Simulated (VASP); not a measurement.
Wanted: the native input for a VASP 6.6.1 run.

```yaml
Task: single point
Functional: PBE
Potentials_or_basis: VASP PAW PBE potentials, release 64 (Ga_d, N)
Cutoff: 520 eV
k_mesh: 10 × 10 × 10
Occupations: fermi-dirac, width 0.02 eV
Spin: no spin polarisation
Dipole_correction: no
Further_INCAR_settings: ALGO = Normal; EDIFF = 1e-06; NBANDS = 16
```

The structure of GaN lies in POSCAR:

```
GaN
1.0
    0.0000000000      2.1085152362      2.1085152362
    2.1085152362      0.0000000000      2.1085152362
    2.1085152362      2.1085152362      0.0000000000
Ga N
1 1
Direct
    0.0000000000      0.0000000000      0.0000000000
    0.5000000000      0.5000000000      0.5000000000
```

One way to write it, as run:

INCAR

```
SYSTEM = GaN
ALGO = Normal
EDIFF = 1E-6
ENCUT = 520
GGA = PE
ISIF = 2
ISMEAR = -1
LASPH = .True.
LCHARG = .False.
LREAL = .False.
LWAVE = .False.
NBANDS = 16
NELM = 60
PREC = Accurate
SIGMA = 0.02
```

KPOINTS

```
k-points
0
Gamma
  10 10 10
  0 0 0
```

Potentials or basis: VASP PAW PBE potentials, release 64 (Ga_d, N).

Run with:

```bash
$ cat potpaw_PBE.64/Ga_d/POTCAR potpaw_PBE.64/N/POTCAR > POTCAR
$ mpirun -np 1 vasp_std > vasp.out
```

It gave:

```yaml
Pressure: 9.1 GPa
Band_gap_on_the_k_mesh: 0.66 eV, indirect (least direct gap 2.83 eV)
```

Run time: 16 s on 1 thread of Intel Xeon 6975P-C (shared host), peak memory 0.14 GiB.
